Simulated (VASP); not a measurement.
C:

```
C
1.0
     0.00000    1.78012    1.78012
     1.78012    0.00000    1.78012
     1.78012    1.78012    0.00000
C
2
Direct
  0.00000 0.00000 0.00000
  0.25000 0.25000 0.25000
```

Base run:

* Program: VASP 6.6.1
* Functional: r2SCAN
* Potentials or basis: VASP PAW PBE potentials, release 64 (C_h)
* Cutoff: 1430 eV
* k mesh: 12 × 12 × 12
* Occupations: gaussian, width 0.01 eV
* Spin: no spin polarisation

Its results: band gap on the k mesh 4.39 eV (least direct gap 5.89 eV); pressure -0.6 GPa.

Question: The run is repeated on the same cell with these changes: functional from r2SCAN to LDA; potentials or basis from VASP PAW PBE potentials, release 64 (C_h) to VASP PAW LDA potentials, release 64 (C_h); cutoff from 1430 eV to 1300 eV. What comes out?

Answer: Band gap on the k mesh 4.14 eV (least direct gap 5.56 eV); pressure -9.9 GPa.

Caveats: the PAW data sets were made with another functional, which shifts forces and pressure a little (at least some runs); the cell stands under tension (at least some runs).

A k mesh can miss the band edges.
